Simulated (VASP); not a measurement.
Input of a VASP 6.6.1 run:

POSCAR

```
Ge
1.0
    0.0000000000      2.8375026870      2.8375026870
    2.8375026870      0.0000000000      2.8375026870
    2.8375026870      2.8375026870      0.0000000000
Ge
2
Direct
    0.5000000000      0.5000000000      0.5000000000
    0.7500000000      0.7500000000      0.7500000000
```

INCAR.step1

```
SYSTEM = Ge
ALGO = Normal
EDIFF = 1E-4
ENCUT = 520
GGA = PE
ISMEAR = 0
LASPH = .TRUE.
LCHARG = .FALSE.
LREAL = .FALSE.
LWAVE = .TRUE.
NBANDS = 21
NELM = 60
PREC = Accurate
SIGMA = 0.03
```

The input INCAR.step2:

```
SYSTEM = Ge
ALGO = Normal
EDIFF = 1E-6
ENCUT = 520
ISIF = 2
ISMEAR = 0
ISTART = 1
LASPH = .TRUE.
LCHARG = .FALSE.
LMIXTAU = .TRUE.
LREAL = .FALSE.
LWAVE = .FALSE.
METAGGA = R2SCAN
NBANDS = 21
NELM = 60
PREC = Accurate
SIGMA = 0.03
```

KPOINTS

```
k-points
0
G
  10 10 10
  0 0 0
```

Potentials or basis: VASP PAW PBE potentials, release 64 (Ge_d).

The run is started by

```sh
$ cat potpaw_PBE.64/Ge_d/POTCAR > POTCAR
$ cp INCAR.step1 INCAR
$ mpirun -np 1 vasp_std > vasp.out
$ cp INCAR.step2 INCAR
$ mpirun -np 1 vasp_std > vasp.out
```

**Question.** What does it give for the band gap on the k mesh?

**Answer.** 0.32 eV.

**Question.** Predict the pressure.

**Answer.** 0.0 GPa.

Caveat: the PAW data sets were made with another functional, which shifts forces and pressure a little.

**The experiment to reproduce.**

From “Temperature-dependent photoluminescence in Ge: experiment and theory”, 2020, arxiv:2003.00143, for a bulk crystal of Ge at 0 K: band gap 0.744 eV (indirect).

A measured gap of Ge is 0.744 eV (indirect; 0 K; “Temperature-dependent photoluminescence in Ge: experiment and theory”, 2020, arxiv:2003.00143); the calculated 0.32 eV misses it by -0.43 eV. 3 values of this kind are on record (0.666 to 0.807 eV); this one was drawn at random among those near their median. Spin-orbit coupling on Ge is left out. The value is that of r2SCAN on a finite k mesh, which can miss the band edges, without temperature or zero-point motion.
